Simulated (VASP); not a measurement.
# Al (Fm-3m) in VASP: notebook, part 3 of 3

VASP 6.6.1. The steps go on from the part before.

**4. Electric field gradients, LDA (volume scaled by 1.01)**

Input file INCAR:

```
PREC = Accurate
ENCUT = 520
EDIFF = 1E-8
ISMEAR = -1
SIGMA = 0.03
LREAL = False
LASPH = True
NELM = 100
ALGO = Normal
ISIF = 2
LWAVE = False
LCHARG = False
GGA = CA
LEFG = True
NBANDS = 8
```

Input file KPOINTS:

```
regular mesh
0
Gamma
  17 17 17
```

Input file POSCAR:

```
Al
1.0
    0.0000000000      2.0307042354      2.0307042354
    2.0307042354      0.0000000000      2.0307042354
    2.0307042354      2.0307042354      0.0000000000
Al
1
Direct
    0.0000000000      0.0000000000      0.0000000000
```

Potentials or basis: VASP PAW LDA potentials, release 64 (Al).

Run with:

```console
$ cat potpaw_LDA.64/Al/POTCAR > POTCAR
$ mpirun -np 1 vasp_std > vasp.out
```

OUTCAR:

```text
PREC = Accurate
   ENCUT = 520
   EDIFF = 1E-8
   ISMEAR = -1
   LREAL = False
   LASPH = True
   NELM = 100
   ISIF = 2
   GGA = CA

 ion  position               nearest neighbor table
   1  0.000  0.000  0.000-

  LATTYP: Found a face centered cubic cell.
 ALAT       =     4.0614084708

  Lattice vectors:

 A1 = (   0.0000000000,   2.0307042354,   2.0307042354)
 A2 = (   2.0307042354,   0.0000000000,   2.0307042354)
 A3 = (   2.0307042354,   2.0307042354,   0.0000000000)

Analysis of symmetry for initial positions (statically):
=====================================================================
 Subroutine PRICEL returns:
 Original cell was already a primitive cell.

 Routine SETGRP: Setting up the symmetry group for a
 face centered cubic supercell.
[... 445 lines left out ...]
  in kB      -42.4727229    -42.4727229    -42.4727229      0.0000000     -0.0000000      0.0000000
  external PRESSURE =     -42.4727229 kB  Pullay stress =       0.0000000 kB

 VOLUME and BASIS-vectors are now :
 -----------------------------------------------------------------------------
  energy-cutoff  :      520.00
  volume of cell :       16.75
      direct lattice vectors                 reciprocal lattice vectors
     0.000000000  2.030704235  2.030704235    -0.246220002  0.246220002  0.246220002
     2.030704235  0.000000000  2.030704235     0.246220002 -0.246220002  0.246220002
     2.030704235  2.030704235  0.000000000     0.246220002  0.246220002 -0.246220002

 POSITION                                       TOTAL-FORCE (eV/Angst)
 -----------------------------------------------------------------------------------
      0.00000      0.00000      0.00000        -0.000000     -0.000000     -0.000000
 -----------------------------------------------------------------------------------
    total drift:                               -0.000000      0.000000     -0.000000

  FREE ENERGIE OF THE ION-ELECTRON SYSTEM (eV)
  ---------------------------------------------------
  free  energy   TOTEN  =        -4.1812854163 eV

  energy  without entropy=       -4.1797197578  energy(sigma->0) =       -4.18050259

 Electric field gradients (V/A^2)
---------------------------------------------------------------------
 ion       V_xx      V_yy      V_zz      V_xy      V_xz      V_yz
---------------------------------------------------------------------
   1       0.000    -0.000    -0.000     0.000     0.000     0.000
---------------------------------------------------------------------

 Electric field gradients after diagonalization (V/A^2)
 (convention: |V_zz| > |V_xx| > |V_yy|)
----------------------------------------------------------------------
 ion       V_xx      V_yy      V_zz     asymmetry (V_yy - V_xx)/ V_zz
----------------------------------------------------------------------
   1      -0.000    -0.000     0.000       0.000
----------------------------------------------------------------------

           NMR quadrupolar parameters

 Cq : quadrupolar parameter    Cq=e*Q*V_zz/h
 eta: asymmetry parameters     (V_yy - V_xx)/ V_zz
 Q  : nuclear electric quadrupole moment in mb (millibarn)
----------------------------------------------------------------------
 ion       Cq(MHz)       eta       Q (mb)
----------------------------------------------------------------------
   1       0.000       0.000       1.000
----------------------------------------------------------------------
```

OSZICAR:

```text
N       E                     dE             d eps       ncg     rms          rms(c)
DAV:   1    -0.279647720774E+01   -0.27965E+01   -0.88051E+02  2656   0.209E+02
DAV:   2    -0.420257664705E+01   -0.14061E+01   -0.13766E+01  3728   0.190E+01
DAV:   3    -0.420987309414E+01   -0.72964E-02   -0.72925E-02  3392   0.148E+00
DAV:   4    -0.420988349540E+01   -0.10401E-04   -0.10402E-04  4088   0.531E-02
DAV:   5    -0.420988350851E+01   -0.13107E-07   -0.12701E-07  3448   0.107E-03    0.133E+00
DAV:   6    -0.419249957560E+01    0.17384E-01   -0.27628E-03  3536   0.207E-01    0.751E-01
DAV:   7    -0.418130913103E+01    0.11190E-01   -0.68747E-03  3440   0.321E-01    0.156E-01
DAV:   8    -0.418128562934E+01    0.23502E-04   -0.18885E-05  3976   0.288E-02    0.143E-02
DAV:   9    -0.418128543441E+01    0.19493E-06   -0.13115E-07  3592   0.168E-03    0.845E-04
DAV:  10    -0.418128541649E+01    0.17918E-07   -0.40956E-09  3984   0.372E-04    0.206E-04
DAV:  11    -0.418128541628E+01    0.21284E-09   -0.13784E-10  2376   0.694E-05
   1 F= -.41812854E+01 E0= -.41805026E+01  d E =-.156566E-02
```

Run time: 11 s. Hardware: 1 thread of AMD EPYC 9R45 (Zen 5), shared host; peak memory 0.1 GiB.

Results:

* Free energy: -4.1813 eV
* Pressure: -4.2 GPa

Caveat: without QUAD_EFG the Cq values of the log hold for a quadrupole moment of 1 mb, not for the nuclei.

**5. Electric field gradients, LDA (volume scaled by 1.01)**

Input file INCAR:

```
SYSTEM = Al
PREC = Accurate ; ENCUT = 520
EDIFF = 1E-8 ; ISMEAR = -1
SIGMA = 0.03 ; LREAL = .False.
LASPH = .True. ; NELM = 80
ALGO = Normal ; ISIF = 2
LWAVE = .False. ; LCHARG = .False.
LEFG = .True. ; NBANDS = 8
```

Input file KPOINTS:

```
regular mesh
0
Gamma
  17 17 17
  0 0 0
```

POSCAR is that of step 4.

Potentials or basis: VASP PAW LDA potentials, release 64 (Al).

Run with:

```console
$ cat potpaw_LDA.64/Al/POTCAR > POTCAR
$ mpirun -np 1 vasp_std > vasp.out
```

OUTCAR:

```text
SYSTEM = Al
   PREC = Accurate
   ENCUT = 520
   EDIFF = 1E-8
   ISMEAR = -1
   LREAL = .False.
   LASPH = .True.
   NELM = 80
   ISIF = 2

 ion  position               nearest neighbor table
   1  0.000  0.000  0.000-

  LATTYP: Found a face centered cubic cell.
 ALAT       =     4.0614084708

  Lattice vectors:

 A1 = (   0.0000000000,   2.0307042354,   2.0307042354)
 A2 = (   2.0307042354,   0.0000000000,   2.0307042354)
 A3 = (   2.0307042354,   2.0307042354,   0.0000000000)

Analysis of symmetry for initial positions (statically):
=====================================================================
 Subroutine PRICEL returns:
 Original cell was already a primitive cell.

 Routine SETGRP: Setting up the symmetry group for a
 face centered cubic supercell.

 Subroutine GETGRP returns: Found 48 space group operations
 (whereof 48 operations were pure point group operations)
 out of a pool of 48 trial point group operations.

The static configuration has the point symmetry O_h .
[... 443 lines left out ...]
 -----------------------------------------------------------------------------
  energy-cutoff  :      520.00
  volume of cell :       16.75
      direct lattice vectors                 reciprocal lattice vectors
     0.000000000  2.030704235  2.030704235    -0.246220002  0.246220002  0.246220002
     2.030704235  0.000000000  2.030704235     0.246220002 -0.246220002  0.246220002
     2.030704235  2.030704235  0.000000000     0.246220002  0.246220002 -0.246220002

 POSITION                                       TOTAL-FORCE (eV/Angst)
 -----------------------------------------------------------------------------------
      0.00000      0.00000      0.00000        -0.000000     -0.000000     -0.000000
 -----------------------------------------------------------------------------------
    total drift:                               -0.000000      0.000000     -0.000000

  FREE ENERGIE OF THE ION-ELECTRON SYSTEM (eV)
  ---------------------------------------------------
  free  energy   TOTEN  =        -4.1812854163 eV

  energy  without entropy=       -4.1797197578  energy(sigma->0) =       -4.18050259

 Electric field gradients (V/A^2)
---------------------------------------------------------------------
 ion       V_xx      V_yy      V_zz      V_xy      V_xz      V_yz
---------------------------------------------------------------------
   1       0.000    -0.000    -0.000     0.000     0.000     0.000
---------------------------------------------------------------------

 Electric field gradients after diagonalization (V/A^2)
 (convention: |V_zz| > |V_xx| > |V_yy|)
----------------------------------------------------------------------
 ion       V_xx      V_yy      V_zz     asymmetry (V_yy - V_xx)/ V_zz
----------------------------------------------------------------------
   1      -0.000    -0.000     0.000       0.000
----------------------------------------------------------------------

           NMR quadrupolar parameters

 Cq : quadrupolar parameter    Cq=e*Q*V_zz/h
 eta: asymmetry parameters     (V_yy - V_xx)/ V_zz
 Q  : nuclear electric quadrupole moment in mb (millibarn)
----------------------------------------------------------------------
 ion       Cq(MHz)       eta       Q (mb)
----------------------------------------------------------------------
   1       0.000       0.000       1.000
----------------------------------------------------------------------
```

OSZICAR:

```text
N       E                     dE             d eps       ncg     rms          rms(c)
DAV:   1    -0.279647720774E+01   -0.27965E+01   -0.88051E+02  2656   0.209E+02
DAV:   2    -0.420257664705E+01   -0.14061E+01   -0.13766E+01  3728   0.190E+01
DAV:   3    -0.420987309414E+01   -0.72964E-02   -0.72925E-02  3392   0.148E+00
DAV:   4    -0.420988349540E+01   -0.10401E-04   -0.10402E-04  4088   0.531E-02
DAV:   5    -0.420988350851E+01   -0.13107E-07   -0.12701E-07  3448   0.107E-03    0.133E+00
DAV:   6    -0.419249957560E+01    0.17384E-01   -0.27628E-03  3536   0.207E-01    0.751E-01
DAV:   7    -0.418130913103E+01    0.11190E-01   -0.68747E-03  3440   0.321E-01    0.156E-01
DAV:   8    -0.418128562934E+01    0.23502E-04   -0.18885E-05  3976   0.288E-02    0.143E-02
DAV:   9    -0.418128543441E+01    0.19493E-06   -0.13115E-07  3592   0.168E-03    0.845E-04
DAV:  10    -0.418128541649E+01    0.17918E-07   -0.40956E-09  3984   0.372E-04    0.206E-04
DAV:  11    -0.418128541628E+01    0.21284E-09   -0.13784E-10  2376   0.694E-05
   1 F= -.41812854E+01 E0= -.41805026E+01  d E =-.156566E-02
```

stdout:

```text
POSCAR found type information on POSCAR Al
 POSCAR found :  1 types and       1 ions
 scaLAPACK will be used
 LDA part: xc-table for (Slater(with rela. corr.)+CA(PZ))
 , standard interpolation
 POSCAR, INCAR and KPOINTS ok, starting setup
 FFT: planning ... GRIDC
 FFT: planning ... GRID_SOFT
 FFT: planning ... GRID
 WAVECAR not read
 entering main loop
ion   1
```

Run time: 11 s. Hardware: 1 thread of AMD EPYC 9R45 (Zen 5), shared host; peak memory 0.1 GiB.

What came out:

```yaml
Free_energy: -4.1813 eV
Pressure: -4.2 GPa
```

Caveat: without QUAD_EFG the Cq values of the log hold for a quadrupole moment of 1 mb, not for the nuclei.
